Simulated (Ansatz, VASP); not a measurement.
## SiO2 in VASP and in Ansatz

```
Si O
1.0
    -4.62113    4.62113    4.16585
     4.62113   -4.62113    4.16585
     4.62113    4.62113   -4.16585
Si O
8 16
Direct
  0.75543 0.11550 0.23263
  0.88287 0.52280 0.76737
  0.11550 0.75543 0.23263
  0.47720 0.24457 0.36007
  0.88450 0.11713 0.63993
  0.52280 0.88287 0.76737
  0.24457 0.47720 0.36007
  0.11713 0.88450 0.63993
  0.28571 0.00000 0.28571
  0.92016 0.62749 0.00000
  0.62993 0.23935 0.25384
  0.71429 0.00000 0.71429
  0.62749 0.92016 0.00000
  0.62391 0.37007 0.60942
  0.37007 0.62391 0.60942
  0.07984 0.07984 0.70733
  0.98551 0.37609 0.74616
  0.00000 0.71429 0.71429
  0.23935 0.62993 0.25384
  0.01449 0.76065 0.39058
  0.00000 0.28571 0.28571
  0.76065 0.01449 0.39058
  0.37251 0.37251 0.29267
  0.37609 0.98551 0.74616
```

Alike in both runs: functional PBE; k mesh 4 × 4 × 4; occupations gaussian, width 0.02 eV; no spin polarisation.

Ansatz relaxed the structure, and its values are those at the end. VASP's run is a single point on that final structure, the one shown.

|  | VASP | Ansatz |
| --- | --- | --- |
| version | VASP 6.6.1 | Ansatz 0.2.0 |
| potentials or method | VASP PAW PBE potentials, release 64 (Si, O), cutoff 520 eV | scalar-relativistic, plane waves, PAW |
| valence electrons in the cell | 128 | 128 |

Ansatz gave:

| Property | Result |
| --- | --- |
| gap on the k mesh at the Fermi level (eV) | 5.65 |
| least direct gap on the mesh (eV) | 5.86 |
| pressure (GPa) | 0.0 |
| rms of the force components (eV/Å) | 0.001 |

**Question.** Estimate VASP's values.

**Answer.** gap on the k mesh at the Fermi level (eV): 5.65; least direct gap on the mesh (eV): 5.86; pressure (GPa): 0.1; rms of the force components (eV/Å): 0.013.

The functional is the same, so the differences come from potentials, cutoffs and numerics. Ansatz's warnings: xc potential rough in thin density.
